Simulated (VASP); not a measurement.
# Au (P6_3/mmc) in VASP: further runs

Au is run at these levels: PBEsol; tasks: single point.

All numbers are computed with VASP 6.6.1; they aren't measurements. Logs are shortened: lines on timing, memory, paths and dates and some standing lists are left out, and cuts for length are marked.

## (1) The cell of the first run

The structure is hexagonal, space group P6_3/mmc (No. 194). Conventional cell: a = 2.824 Å, b = 2.824 Å, c = 4.688 Å, α = 90.00°, β = 90.00°, γ = 120.00°. Au (site symmetry -6m2) has 12 Au at 2.82 to 2.86 Å within 3.7 Å.

## (2) Single point, PBEsol

INCAR reads:

```
SYSTEM = Au
ALGO = Fast ; EDIFF = 1E-7
ENCUT = 520 ; GGA = PS
ISIF = 2 ; ISMEAR = -1
LASPH = .TRUE. ; LCHARG = .FALSE.
LREAL = .FALSE. ; LWAVE = .FALSE.
NBANDS = 18 ; NELM = 60
PREC = Accurate ; SIGMA = 0.05
```

KPOINTS reads:

```
k-points
0
G
  11 11 6
  0 0 0
```

POSCAR reads:

```
Au
1.0
    2.8238430860      0.0000000000      0.0000000000
   -1.4119215430      2.4455198487      0.0000000000
    0.0000000000      0.0000000000      4.6877422340
Au
2
Direct
    0.6666666667      0.3333333333      0.2500000000
    0.3333333333      0.6666666667      0.7500000000
```

Potentials or basis: VASP PAW PBE potentials, release 64 (Au).

On the command line:

```bash
cat potpaw_PBE.64/Au/POTCAR > POTCAR
mpirun -np 1 vasp_std > vasp.out
```

OUTCAR:

```text
SYSTEM = Au
   EDIFF = 1E-7
   ENCUT = 520
   GGA = PS
   ISIF = 2
   ISMEAR = -1
   LASPH = .TRUE.
   LREAL = .FALSE.
   NELM = 60
   PREC = Accurate

 ion  position               nearest neighbor table
   1  0.667  0.333  0.250-   2 2.86   2 2.86   2 2.86   2 2.86   2 2.86   2 2.86
   2  0.333  0.667  0.750-   1 2.86   1 2.86   1 2.86   1 2.86   1 2.86   1 2.86

  LATTYP: Found a hexagonal cell.
 ALAT       =     2.8238430860
 C/A-ratio  =     1.6600576205

  Lattice vectors:

 A1 = (   2.8238430860,   0.0000000000,   0.0000000000)
 A2 = (  -1.4119215430,   2.4455198487,   0.0000000000)
 A3 = (   0.0000000000,   0.0000000000,   4.6877422340)

Analysis of symmetry for initial positions (statically):
=====================================================================
 Subroutine PRICEL returns:
 Original cell was already a primitive cell.

 Routine SETGRP: Setting up the symmetry group for a
 hexagonal supercell.

 Subroutine GETGRP returns: Found 24 space group operations
 (whereof 12 operations were pure point group operations)
 out of a pool of 24 trial point group operations.

The static configuration has the point symmetry D_3d.
 The point group associated with its full space group is D_6h.

Analysis of symmetry for dynamics (positions and initial velocities):
=====================================================================
 Subroutine PRICEL returns:
 Original cell was already a primitive cell.

 Routine SETGRP: Setting up the symmetry group for a
 hexagonal supercell.

 Subroutine GETGRP returns: Found 24 space group operations
 (whereof 12 operations were pure point group operations)
 out of a pool of 24 trial point group operations.

The dynamic configuration has the point symmetry D_3d.
 The point group associated with its full space group is D_6h.

 Subroutine INISYM returns: Found 24 space group operations
 (whereof 12 operations are pure point group operations),
 and found     1 'primitive' translations

----------------------------------------------------------------------------------------

                                     Primitive cell

  volume of cell :      32.3724

  direct lattice vectors                    reciprocal lattice vectors
     2.823843086  0.000000000  0.000000000     0.354127326  0.204455507  0.000000000
    -1.411921543  2.445519849  0.000000000     0.000000000  0.408911014  0.000000000
     0.000000000  0.000000000  4.687742234     0.000000000  0.000000000  0.213322310

[... 82 lines left out ...]
   NELM   =     60;   NELMIN=  2; NELMDL= -5     # of ELM steps
   EDIFF  = 0.1E-06   stopping-criterion for ELM
   LREAL  =      F    real-space projection
   EDIFFG = 0.1E-05   stopping-criterion for IOM
   NSW    =      0    number of steps for IOM
   IBRION =     -1    ionic relax: 0-MD 1-quasi-New 2-CG
   NFREE  =      0    steps in history (QN), initial steepest desc. (CG)
   ISIF   =      2    stress and relaxation
   ISYM   =      2    0-nonsym 1-usesym 2-fastsym
   POTIM  = 0.5000    time-step for ionic-motion
   TEBEG  =    0.0;   TEEND  =   0.0 temperature during run
   PSTRESS=    0.0 pullay stress
   NELECT =      22.0000    total number of electrons
   NUPDOWN=      -1.0000    fix difference up-down
   EMIN   =  10.00;   EMAX   =-10.00  energy-range for DOS
   EFERMI =   0.00;   METHOD = LEGACY
   ISMEAR =    -1;   SIGMA  =   0.05  broadening in eV -4-tet -1-fermi 0-gaus
   EFERMI_NEDOS =   21; number of points for ismear=-14 and -15
   IALGO  =     68    algorithm
   IMIX   =      4    mixing-type and parameters
     AMIX     =   0.40;   BMIX     =  1.00
     AMIX_MAG =   1.60;   BMIX_MAG =  1.00
  volume/ion in A,a.u.               =      16.19       109.23
  Fermi-wavevector in a.u.,A,eV,Ry     =   1.439320  2.719920 28.186385  2.071641
  Thomas-Fermi vector in A             =   2.558188
   LORBIT       =      0    0 simple, 1 ext, 2 COOP (PROOUT), +10 PAW based schemes
   GGA     = PS    functional components
   LHFCALC =     F    Hartree Fock is set to
   AEXX    =    0.0000 exact exchange contribution
   IVDW    =     0    specifies the selected vdW correction
   LEPSILON=     F    determine dielectric tensor
   LRPA    =     F    only Hartree local field effects (RPA)
 non-spin polarized calculation
 RMM-DIIS sequential band-by-band and
  energy-cutoff  :      520.00
  volume of cell :       32.37
 maximum number of plane-waves:       886
 NGX is ok and might be reduce to    24
   NGX = 11   NGY = 11   NGZ = 17

 number of electron      21.9999998 magnetization

 Free energy of the ion-electron system (eV)
  ---------------------------------------------------
  ext. energy  EPLUGINS =         0.00000000
  ---------------------------------------------------
  free energy    TOTEN  =        -7.79261172 eV

  energy without entropy =       -7.78584996  energy(sigma->0) =       -7.78923084

 E-fermi :  10.1282     XC(G=0): -13.1922

 val. band max:       10.1065645636   @ k =   0.0909  -0.0000   0.0000
 cond. band min:      10.1515940754   @ k =   0.2727   0.1818   0.5000
 fundamental gap:      0.0450295118
 Fermi energy:        10.1281620897

 k-point     1 :       0.0000    0.0000    0.0000
  band No.  band energies     occupation
      1      -0.3200      2.00000
      2       2.2827      2.00000
      3       5.0636      2.00000
      4       5.3094      2.00000
      5       5.3094      2.00000
      6       5.6721      2.00000
[... 481 lines left out ...]
      5       5.1010      2.00000
      6       5.5734      2.00000
[... 10 lines left out ...]
     17      26.4435      0.00000
     18      28.2125      0.00000

 [... further k-points ...]

------------------------ aborting loop because EDIFF is reached ----------------------------------------

  FORCE on cell =-STRESS in cart. coord.  units (eV):
  Direction    XX          YY          ZZ          XY          YZ          ZX
  --------------------------------------------------------------------------------------
  -------------------------------------------------------------------------------------
  Total        1.9566592      1.9566592      1.9522688     -0.0000000     -0.0000000      0.0000000
  in kB       96.8390002     96.8390002     96.6217123     -0.0000000     -0.0000000      0.0000000
  external PRESSURE =      96.7665709 kB  Pullay stress =       0.0000000 kB

 VOLUME and BASIS-vectors are now :
 -----------------------------------------------------------------------------
  energy-cutoff  :      520.00
  volume of cell :       32.37
      direct lattice vectors                 reciprocal lattice vectors
     2.823843086  0.000000000  0.000000000     0.354127326  0.204455507  0.000000000
    -1.411921543  2.445519849  0.000000000     0.000000000  0.408911014  0.000000000
     0.000000000  0.000000000  4.687742234     0.000000000  0.000000000  0.213322310

 POSITION                                       TOTAL-FORCE (eV/Angst)
 -----------------------------------------------------------------------------------
      1.41192      0.81517      1.17194        -0.000000      0.000000      0.000000
     -0.00000      1.63035      3.51581         0.000000      0.000000      0.000000
 -----------------------------------------------------------------------------------
    total drift:                               -0.000000      0.000000     -0.000000

  FREE ENERGIE OF THE ION-ELECTRON SYSTEM (eV)
  ---------------------------------------------------
  free  energy   TOTEN  =        -7.7926117226 eV

  energy  without entropy=       -7.7858499559  energy(sigma->0) =       -7.78923084
```

stdout:

```text
POSCAR found type information on POSCAR Au
 POSCAR found :  1 types and       2 ions
 scaLAPACK will be used
 -----------------------------------------------------------------------------
|                                                                             |
|                                                                             |
|     You enforced a specific xc type in the INCAR file but a different       |
|     I HOPE YOU KNOW WHAT YOU ARE DOING!                                     |
|                                                                             |
 -----------------------------------------------------------------------------

 LDA part: xc-table for (Slater+PW92), standard interpolation
 POSCAR, INCAR and KPOINTS ok, starting setup
 FFT: planning ... GRIDC
 FFT: planning ... GRID_SOFT
 FFT: planning ... GRID
 WAVECAR not read
 entering main loop
```

Wall time 25 s (1 thread of AMD EPYC 9R45 (Zen 5), shared host); peak memory 0.14 GiB.

Results:

```yaml
Free_energy: -7.7926 eV
Pressure: 9.7 GPa
Band_gap_on_the_k_mesh: zero (band 11 reaches 14.01 eV, above the bottom of band 12 at 7.41 eV)
```

Levels at points of the mesh, in eV from the Fermi level:
```
           k point  band 7  band 8  band 9  band 10  band 11  band 12  band 13  band 14  band 15  band 16
(0.00, 0.00, 0.00)   -4.46   -3.78   -3.78    -2.21    -2.21    -1.36     3.11    14.47    15.92    16.85
(0.00, 0.00, 0.50)   -4.88   -4.88   -2.72    -2.72    -2.72    -2.72    11.23    11.23    14.82    14.82
```

Caveat: the PAW data sets were made with another functional, which shifts forces and pressure a little; spin-orbit coupling is left out, which moves the levels of the heavy elements.

## (3) Single point, PBEsol

This run uses another cell than the first one, of 16.57 Å³/atom, 1.024 times its volume.

INCAR reads:

```
SYSTEM = Au
PREC     = Accurate       ! precision mode
ENCUT    = 520            ! plane-wave cutoff, eV
EDIFF    = 1E-7           ! SCF threshold, eV
ISMEAR   = -1             ! smearing method
SIGMA    = 0.05           ! smearing width, eV
LREAL    = .FALSE.        ! projectors in reciprocal space
LASPH    = .TRUE.         ! aspherical terms in the spheres
NELM     = 100            ! most SCF steps
ALGO     = Normal         ! electronic algorithm
ISIF     = 2              ! what is computed and relaxed
LWAVE    = .FALSE.        ! write WAVECAR
LCHARG   = .FALSE.        ! write CHGCAR
GGA      = PS             ! functional
NBANDS   = 18             ! bands
```

KPOINTS reads:

```
regular mesh
0
G
  11 11 6
  0 0 0
```

POSCAR reads:

```
Au
1.0
    2.8449535622      0.0000000000      0.0000000000
   -1.4224767811      2.4638020575      0.0000000000
    0.0000000000      0.0000000000      4.7279782101
Au
2
Direct
    0.6666666667      0.3333333333      0.2500000000
    0.3333333333      0.6666666667      0.7500000000
```

Potentials or basis: VASP PAW PBE potentials, release 64 (Au).

On the command line:

```bash
cat potpaw_PBE.64/Au/POTCAR > POTCAR
mpirun -np 1 vasp_std > vasp.out
```

It took 20 s on 1 thread of AMD EPYC 9R45 (Zen 5), shared host; peak memory 0.14 GiB.

It converged, with:

| Item | Value |
| --- | --- |
| Free energy | -7.8274 eV |
| Pressure | 4.7 GPa |
| Band gap on the k mesh | zero (band 11 reaches 13.53 eV, above the bottom of band 12 at 7.05 eV) |

Levels at points of the mesh, in eV from the Fermi level:
```
           k point  band 8  band 9  band 10  band 11  band 12  band 13  band 14  band 15
(0.00, 0.00, 0.00)   -3.68   -3.68    -2.18    -2.18    -1.26     2.97    14.50    15.90
(0.00, 0.00, 0.50)   -4.74   -2.67    -2.67    -2.67    -2.67    11.05    11.05    14.83
```

Caveat: the PAW data sets were made with another functional, which shifts forces and pressure a little; spin-orbit coupling is left out, which moves the levels of the heavy elements.

## (4) Single point, PBEsol

This run uses another cell than the first one, of 16.83 Å³/atom, 1.040 times its volume.

INCAR reads:

```
  ALGO = Normal
  EDIFF = 1E-7
  ENCUT = 520
  GGA = PS
  ISIF = 2
  ISMEAR = -1
  LASPH = T
  LCHARG = F
  LREAL = F
  LWAVE = F
  NBANDS = 18
  NELM = 100
  PREC = Accurate
  SIGMA = 0.05
```

KPOINTS reads:

```
k-points
0
Gamma
  11 11 6
```

POSCAR reads:

```
Au
1.0
    2.8589522148      0.0000000000      0.0000000000
   -1.4294761074      2.4759252462      0.0000000000
    0.0000000000      0.0000000000      4.7557994369
Au
2
Direct
    0.6666666667      0.3333333333      0.2500000000
    0.3333333333      0.6666666667      0.7500000000
```

Potentials or basis: VASP PAW PBE potentials, release 64 (Au).

On the command line:

```bash
cat potpaw_PBE.64/Au/POTCAR > POTCAR
mpirun -np 1 vasp_std > vasp.out
```

OUTCAR:

```text
EDIFF = 1E-7
   ENCUT = 520
   GGA = PS
   ISIF = 2
   ISMEAR = -1
   LASPH = T
   LREAL = F
   NELM = 100
   PREC = Accurate

 ion  position               nearest neighbor table
   1  0.667  0.333  0.250-   2 2.89   2 2.89   2 2.89   2 2.89   2 2.89   2 2.89
   2  0.333  0.667  0.750-   1 2.89   1 2.89   1 2.89   1 2.89   1 2.89   1 2.89

  LATTYP: Found a hexagonal cell.
 ALAT       =     2.8589522148
 C/A-ratio  =     1.6634763646

  Lattice vectors:

 A1 = (   2.8589522148,   0.0000000000,   0.0000000000)
 A2 = (  -1.4294761074,   2.4759252462,   0.0000000000)
 A3 = (   0.0000000000,   0.0000000000,   4.7557994369)

Analysis of symmetry for initial positions (statically):
=====================================================================
 Subroutine PRICEL returns:
 Original cell was already a primitive cell.

 Routine SETGRP: Setting up the symmetry group for a
 hexagonal supercell.

 Subroutine GETGRP returns: Found 24 space group operations
 (whereof 12 operations were pure point group operations)
 out of a pool of 24 trial point group operations.
[... 161 lines left out ...]
  free energy    TOTEN  =        -7.83824002 eV

  energy without entropy =       -7.83034730  energy(sigma->0) =       -7.83429366

 E-fermi :   9.4552     XC(G=0): -12.9583

 val. band max:        9.3229344669   @ k =   0.3636   0.0909   0.5000
 cond. band min:       9.4637930019   @ k =   0.2727   0.1818   0.5000
 fundamental gap:      0.1408585350
 Fermi energy:         9.4552286952

 k-point     1 :       0.0000    0.0000    0.0000
  band No.  band energies     occupation
      1      -0.5682      2.00000
      2       1.9765      2.00000
      3       4.6061      2.00000
      4       4.8501      2.00000
      5       4.8501      2.00000
      6       5.1845      2.00000
[... 481 lines left out ...]
      5       4.6535      2.00000
      6       5.1010      2.00000
[... 10 lines left out ...]
     17      25.5946      0.00000
     18      27.1874      0.00000

 [... further k-points ...]

------------------------ aborting loop because EDIFF is reached ----------------------------------------

  FORCE on cell =-STRESS in cart. coord.  units (eV):
  Direction    XX          YY          ZZ          XY          YZ          ZX
  --------------------------------------------------------------------------------------
  -------------------------------------------------------------------------------------
  Total        0.3612576      0.3612576      0.3587026      0.0000000     -0.0000000     -0.0000000
  in kB       17.1933151     17.1933151     17.0717171      0.0000000     -0.0000000     -0.0000000
  external PRESSURE =      17.1527825 kB  Pullay stress =       0.0000000 kB

 VOLUME and BASIS-vectors are now :
 -----------------------------------------------------------------------------
  energy-cutoff  :      520.00
  volume of cell :       33.66
      direct lattice vectors                 reciprocal lattice vectors
     2.858952215  0.000000000  0.000000000     0.349778494  0.201944708  0.000000000
    -1.429476107  2.475925246  0.000000000     0.000000000  0.403889415  0.000000000
     0.000000000  0.000000000  4.755799437     0.000000000  0.000000000  0.210269590

 POSITION                                       TOTAL-FORCE (eV/Angst)
 -----------------------------------------------------------------------------------
      1.42948      0.82531      1.18895        -0.000000      0.000000      0.000000
     -0.00000      1.65062      3.56685         0.000000      0.000000      0.000000
 -----------------------------------------------------------------------------------
    total drift:                                0.000000     -0.000000      0.000000

  FREE ENERGIE OF THE ION-ELECTRON SYSTEM (eV)
  ---------------------------------------------------
  free  energy   TOTEN  =        -7.8382400235 eV

  energy  without entropy=       -7.8303472991  energy(sigma->0) =       -7.83429366
```

OSZICAR:

```text
N       E                     dE             d eps       ncg     rms          rms(c)
DAV:   1     0.122745448643E+03    0.12275E+03   -0.11865E+04  2312   0.119E+03
DAV:   2    -0.645503373258E+01   -0.12920E+03   -0.12359E+03  2440   0.264E+02
DAV:   3    -0.851254630006E+01   -0.20575E+01   -0.20457E+01  2746   0.336E+01
DAV:   4    -0.852132203814E+01   -0.87757E-02   -0.87745E-02  2568   0.229E+00
DAV:   5    -0.852139717489E+01   -0.75137E-04   -0.75137E-04  2540   0.225E-01    0.141E+01
DAV:   6    -0.789169422913E+01    0.62970E+00   -0.11392E+00  2368   0.985E+00    0.865E+00
DAV:   7    -0.784444482663E+01    0.47249E-01   -0.13260E-01  2518   0.332E+00    0.349E+00
DAV:   8    -0.783828464695E+01    0.61602E-02   -0.13180E-02  2388   0.992E-01    0.481E-01
DAV:   9    -0.783823168674E+01    0.52960E-04   -0.80710E-05  2600   0.808E-02    0.275E-02
DAV:  10    -0.783823977110E+01   -0.80844E-05   -0.26541E-06  2552   0.148E-02    0.381E-03
DAV:  11    -0.783824001093E+01   -0.23983E-06   -0.26499E-07  2550   0.411E-03    0.119E-03
DAV:  12    -0.783824002346E+01   -0.12529E-07   -0.28266E-09  1228   0.462E-04
   1 F= -.78382400E+01 E0= -.78342937E+01  d E =-.789272E-02
```

Run time: 19 s. Hardware: 1 thread of AMD EPYC 9R45 (Zen 5), shared host; peak memory 0.14 GiB.

What came out:

| Quantity | Value |
| --- | --- |
| Free energy | -7.8382 eV |
| Pressure | 1.7 GPa |
| Band gap on the k mesh | zero (band 11 reaches 13.21 eV, above the bottom of band 12 at 6.81 eV) |

Caveat: the PAW data sets were made with another functional, which shifts forces and pressure a little; spin-orbit coupling is left out, which moves the levels of the heavy elements.

## (5) Overview

```tsv
cell	gap on the mesh (eV)	pressure (GPa)
a = 2.824, b = 2.824, c = 4.688 Å, angles 90.0, 90.0, 120.0°, 2 atoms	none	9.7
a = 2.845, b = 2.845, c = 4.728 Å, angles 90.0, 90.0, 120.0°, 2 atoms	none	4.7
a = 2.859, b = 2.859, c = 4.756 Å, angles 90.0, 90.0, 120.0°, 2 atoms	none	1.7
```

Alike in all rows: task single point; level PBEsol; potentials or basis VASP PAW PBE potentials, release 64 (Au); no spin polarisation; k mesh 11 × 11 × 6; cutoff (eV) 520; smearing fermi-dirac 0.05 eV.

Caveats: the PAW data sets were made with another functional, which shifts forces and pressure a little; spin-orbit coupling is left out, which moves the levels of the heavy elements.

Absolute energies hang on the potentials; compare differences alone.
